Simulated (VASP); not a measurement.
# BN (P6_3/mmc) in VASP: a series of runs, part 3 of 3

VASP 6.6.1. The steps go on from the part before.

## 5. Electric field gradients, PBEsol

This run uses another cell than the first one, of 9.04 Å³/atom, 1.064 times its volume.

The input, INCAR:

```
SYSTEM = BN
  ALGO = Normal
  EDIFF = 1E-8
  ENCUT = 520
  GGA = PS
  ISIF = 2
  ISMEAR = -1
  LASPH = .TRUE.
  LCHARG = .FALSE.
  LEFG = .TRUE.
  LREAL = .FALSE.
  LWAVE = .FALSE.
  NBANDS = 16
  NELM = 80
  PREC = Accurate
  SIGMA = 0.02
```

The input, KPOINTS:

```
k-points
0
G
  11 11 4
  0 0 0
```

The input, POSCAR:

```
BN
1.0
    2.5039917043      0.0000000000      0.0000000000
   -1.2519958522      2.1685204268      0.0000000000
    0.0000000000      0.0000000000      6.6612000000
B N
2 2
Direct
    0.3333333333      0.6666666667      0.2500000000
    0.6666666667      0.3333333333      0.7500000000
    0.3333333333      0.6666666667      0.7500000000
    0.6666666667      0.3333333333      0.2500000000
```

Potentials or basis: VASP PAW PBE potentials, release 64 (B, N).

Started as:

```bash
$ cat potpaw_PBE.64/B/POTCAR potpaw_PBE.64/N/POTCAR > POTCAR
$ mpirun -np 1 vasp_std > vasp.out
```

OUTCAR:

```text
SYSTEM = BN
   EDIFF = 1E-8
   ENCUT = 520
   GGA = PS
   ISIF = 2
   ISMEAR = -1
   LASPH = .TRUE.
   LREAL = .FALSE.
   NELM = 80
   PREC = Accurate

 ion  position               nearest neighbor table
   1  0.333  0.667  0.250-   4 1.45   4 1.45   4 1.45
   2  0.667  0.333  0.750-   3 1.45   3 1.45   3 1.45
   3  0.333  0.667  0.750-   2 1.45   2 1.45   2 1.45
   4  0.667  0.333  0.250-   1 1.45   1 1.45   1 1.45

  LATTYP: Found a hexagonal cell.
 ALAT       =     2.5039917043
 C/A-ratio  =     2.6602324555

  Lattice vectors:

 A1 = (   2.5039917043,   0.0000000000,   0.0000000000)
[... 684 lines left out ...]
 ion       V_xx      V_yy      V_zz      V_xy      V_xz      V_yz
---------------------------------------------------------------------
   1     -17.333   -17.333    34.667     0.000    -0.000     0.000
   2     -17.333   -17.333    34.667     0.000     0.000    -0.000
   3      -2.078    -2.078     4.156    -0.001    -0.000     0.000
   4      -2.078    -2.078     4.156    -0.001     0.000    -0.000
---------------------------------------------------------------------

 Electric field gradients after diagonalization (V/A^2)
 (convention: |V_zz| > |V_xx| > |V_yy|)
----------------------------------------------------------------------
 ion       V_xx      V_yy      V_zz     asymmetry (V_yy - V_xx)/ V_zz
----------------------------------------------------------------------
   1     -17.333   -17.333    34.667       0.000
   2     -17.333   -17.333    34.667       0.000
   3      -2.079    -2.077     4.156       0.000
   4      -2.079    -2.077     4.156       0.000
----------------------------------------------------------------------

           NMR quadrupolar parameters

 Cq : quadrupolar parameter    Cq=e*Q*V_zz/h
 eta: asymmetry parameters     (V_yy - V_xx)/ V_zz
 Q  : nuclear electric quadrupole moment in mb (millibarn)
----------------------------------------------------------------------
 ion       Cq(MHz)       eta       Q (mb)
----------------------------------------------------------------------
   1       0.084       0.000       1.000
   2       0.084       0.000       1.000
   3       0.010       0.000       1.000
   4       0.010       0.000       1.000
----------------------------------------------------------------------
```

OSZICAR:

```text
N       E                     dE             d eps       ncg     rms          rms(c)
DAV:   1     0.488509361169E+02    0.48851E+02   -0.79861E+03  1536   0.923E+02
DAV:   2    -0.366834188210E+02   -0.85534E+02   -0.77410E+02  2176   0.224E+02
DAV:   3    -0.399799669899E+02   -0.32965E+01   -0.32804E+01  1984   0.427E+01
DAV:   4    -0.400005923561E+02   -0.20625E-01   -0.20621E-01  1984   0.376E+00
DAV:   5    -0.400007833772E+02   -0.19102E-03   -0.19102E-03  1936   0.342E-01    0.110E+01
DAV:   6    -0.369432421288E+02    0.30575E+01   -0.48222E+00  2000   0.167E+01    0.503E+00
DAV:   7    -0.366522294454E+02    0.29101E+00   -0.51669E-01  2080   0.525E+00    0.310E+00
DAV:   8    -0.365695700834E+02    0.82659E-01   -0.21440E-01  1976   0.310E+00    0.452E-01
DAV:   9    -0.365652704009E+02    0.42997E-02   -0.13935E-02  1680   0.942E-01    0.179E-01
DAV:  10    -0.365658771296E+02   -0.60673E-03   -0.10170E-03  1832   0.242E-01    0.299E-02
DAV:  11    -0.365659472956E+02   -0.70166E-04   -0.62442E-05  1872   0.625E-02    0.208E-02
DAV:  12    -0.365659561196E+02   -0.88240E-05   -0.20022E-05  1640   0.304E-02    0.198E-03
DAV:  13    -0.365659561908E+02   -0.71210E-07   -0.49259E-07  2160   0.536E-03    0.821E-04
DAV:  14    -0.365659562499E+02   -0.59100E-07   -0.79866E-08  1616   0.184E-03    0.156E-04
DAV:  15    -0.365659562489E+02    0.98248E-09   -0.57241E-10  1512   0.207E-04
   1 F= -.36565956E+02 E0= -.36565956E+02  d E =-.219505E-10
```

stdout:

```text
POSCAR found type information on POSCAR B N
 POSCAR found :  2 types and       4 ions
 scaLAPACK will be used
 -----------------------------------------------------------------------------
|                                                                             |
|                                                                             |
|     You enforced a specific xc type in the INCAR file but a different       |
|     I HOPE YOU KNOW WHAT YOU ARE DOING!                                     |
|                                                                             |
 -----------------------------------------------------------------------------

 LDA part: xc-table for (Slater+PW92), standard interpolation
 POSCAR, INCAR and KPOINTS ok, starting setup
 FFT: planning ... GRIDC
 FFT: planning ... GRID_SOFT
 FFT: planning ... GRID
 WAVECAR not read
 entering main loop
ion   1

ion   2

ion   3

ion   4
```

It took 25 s on 1 thread of Intel Xeon Platinum 8259CL at 2.50GHz (Skylake/Cascade Lake), shared host; peak memory 0.15 GiB.

What came out:

```yaml
Free_energy: -36.5660 eV
Pressure: 0.7 GPa
Band_gap_on_the_k_mesh: 4.23 eV, indirect (least direct gap 4.60 eV)
```

Electric field gradients, principal values (V/Å²):
```
atom    least   middle  greatest (by size)
 1 B  -17.333  -17.333              34.667
 2 B  -17.333  -17.333              34.667
 3 N   -2.077   -2.079               4.156
 4 N   -2.077   -2.079               4.156
```

Caveat: without QUAD_EFG the Cq values of the log hold for a quadrupole moment of 1 mb, not for the nuclei; the PAW data sets were made with another functional, which shifts forces and pressure a little; this functional lacks dispersion, which binds the layers, so the pressure and a relaxed spacing across them are unreliable.

## 6. Electric field gradients, PBEsol

This run uses another cell than the first one, of 9.04 Å³/atom, 1.064 times its volume.

The input, INCAR:

```
PREC = Accurate
ENCUT = 520
EDIFF = 1E-8
ISMEAR = -1
SIGMA = 0.02
LREAL = F
LASPH = T
NELM = 60
ALGO = Normal
ISIF = 2
LWAVE = F
LCHARG = F
GGA = PS
LEFG = T
NBANDS = 16
```

The input, KPOINTS:

```
regular mesh
0
Gamma
  11 11 4
```

POSCAR is that of step 5.

Potentials or basis: VASP PAW PBE potentials, release 64 (B, N).

Started as:

```bash
$ cat potpaw_PBE.64/B/POTCAR potpaw_PBE.64/N/POTCAR > POTCAR
$ mpirun -np 1 vasp_std > vasp.out
```

OUTCAR:

```text
PREC = Accurate
   ENCUT = 520
   EDIFF = 1E-8
   ISMEAR = -1
   LREAL = F
   LASPH = T
   NELM = 60
   ISIF = 2
   GGA = PS

 ion  position               nearest neighbor table
   1  0.333  0.667  0.250-   4 1.45   4 1.45   4 1.45
   2  0.667  0.333  0.750-   3 1.45   3 1.45   3 1.45
   3  0.333  0.667  0.750-   2 1.45   2 1.45   2 1.45
   4  0.667  0.333  0.250-   1 1.45   1 1.45   1 1.45

  LATTYP: Found a hexagonal cell.
 ALAT       =     2.5039917043
 C/A-ratio  =     2.6602324555

  Lattice vectors:

 A1 = (   2.5039917043,   0.0000000000,   0.0000000000)
 A2 = (  -1.2519958522,   2.1685204268,   0.0000000000)
 A3 = (   0.0000000000,   0.0000000000,   6.6612000000)

Analysis of symmetry for initial positions (statically):
=====================================================================
 Subroutine PRICEL returns:
[... 662 lines left out ...]
 -----------------------------------------------------------------------------------
     -0.00000      1.44568      1.66530        -0.000000     -0.000000      0.000000
      1.25200      0.72284      4.99590        -0.000000     -0.000000      0.000000
     -0.00000      1.44568      4.99590        -0.000000     -0.000000      0.000000
      1.25200      0.72284      1.66530         0.000000      0.000000      0.000000
 -----------------------------------------------------------------------------------
    total drift:                               -0.000000      0.000000      0.000000

  FREE ENERGIE OF THE ION-ELECTRON SYSTEM (eV)
  ---------------------------------------------------
  free  energy   TOTEN  =       -36.5659562489 eV

  energy  without entropy=      -36.5659562489  energy(sigma->0) =      -36.56595625

 Electric field gradients (V/A^2)
---------------------------------------------------------------------
 ion       V_xx      V_yy      V_zz      V_xy      V_xz      V_yz
---------------------------------------------------------------------
   1     -17.333   -17.333    34.667     0.000    -0.000     0.000
   2     -17.333   -17.333    34.667     0.000     0.000    -0.000
   3      -2.078    -2.078     4.156    -0.001    -0.000     0.000
   4      -2.078    -2.078     4.156    -0.001     0.000    -0.000
---------------------------------------------------------------------

 Electric field gradients after diagonalization (V/A^2)
 (convention: |V_zz| > |V_xx| > |V_yy|)
----------------------------------------------------------------------
 ion       V_xx      V_yy      V_zz     asymmetry (V_yy - V_xx)/ V_zz
----------------------------------------------------------------------
   1     -17.333   -17.333    34.667       0.000
   2     -17.333   -17.333    34.667       0.000
   3      -2.079    -2.077     4.156       0.000
   4      -2.079    -2.077     4.156       0.000
----------------------------------------------------------------------

           NMR quadrupolar parameters

 Cq : quadrupolar parameter    Cq=e*Q*V_zz/h
 eta: asymmetry parameters     (V_yy - V_xx)/ V_zz
 Q  : nuclear electric quadrupole moment in mb (millibarn)
----------------------------------------------------------------------
 ion       Cq(MHz)       eta       Q (mb)
----------------------------------------------------------------------
   1       0.084       0.000       1.000
   2       0.084       0.000       1.000
   3       0.010       0.000       1.000
   4       0.010       0.000       1.000
----------------------------------------------------------------------
```

It took 24 s on 1 thread of Intel Xeon Platinum 8259CL at 2.50GHz (Skylake/Cascade Lake), shared host; peak memory 0.15 GiB.

What came out:

| Property | Result |
| --- | --- |
| Free energy | -36.5660 eV |
| Pressure | 0.7 GPa |
| Band gap on the k mesh | 4.23 eV, indirect (least direct gap 4.60 eV) |

Levels at points of the mesh, in eV from the valence-band top:
```
           k point  band 4  band 5  band 6  band 7  band 8  band 9  band 10  band 11  band 12  band 13
(0.00, 0.00, 0.00)   -4.16   -1.33   -1.33   -1.30   -1.30    5.01    10.11    11.48    11.48    11.60
(0.00, 0.00, 0.50)   -5.36   -1.32   -1.32   -1.32   -1.32    7.39     7.39    11.54    11.54    11.54
```

Electric field gradients, principal values (V/Å²):
```csv
atom,least,middle,greatest (by size)
1 B,-17.333,-17.333,34.667
2 B,-17.333,-17.333,34.667
3 N,-2.077,-2.079,4.156
4 N,-2.077,-2.079,4.156
```

Caveat: without QUAD_EFG the Cq values of the log hold for a quadrupole moment of 1 mb, not for the nuclei; the PAW data sets were made with another functional, which shifts forces and pressure a little; this functional lacks dispersion, which binds the layers, so the pressure and a relaxed spacing across them are unreliable. A k mesh can miss the band edges.

## 7. The runs side by side

```csv
cell,gap on the mesh (eV),pressure (GPa)
"a = 2.453, b = 2.453, c = 6.525 Å, angles 90.0, 90.0, 120.0°, 4 atoms",4.30,17.6
"a = 2.487, b = 2.487, c = 6.616 Å, angles 90.0, 90.0, 120.0°, 4 atoms",4.25,5.8
"a = 2.504, b = 2.504, c = 6.661 Å, angles 90.0, 90.0, 120.0°, 4 atoms",4.23,0.7
```

Alike in all rows: task electric field gradients; level PBEsol; potentials or basis VASP PAW PBE potentials, release 64 (B, N); no spin polarisation; k mesh 11 × 11 × 4; cutoff (eV) 520; smearing fermi-dirac 0.02 eV.

Caveats: the PAW data sets were made with another functional, which shifts forces and pressure a little; this functional lacks dispersion, which binds the layers, so the pressure and a relaxed spacing across them are unreliable.

Absolute energies hang on the potentials; compare differences alone.
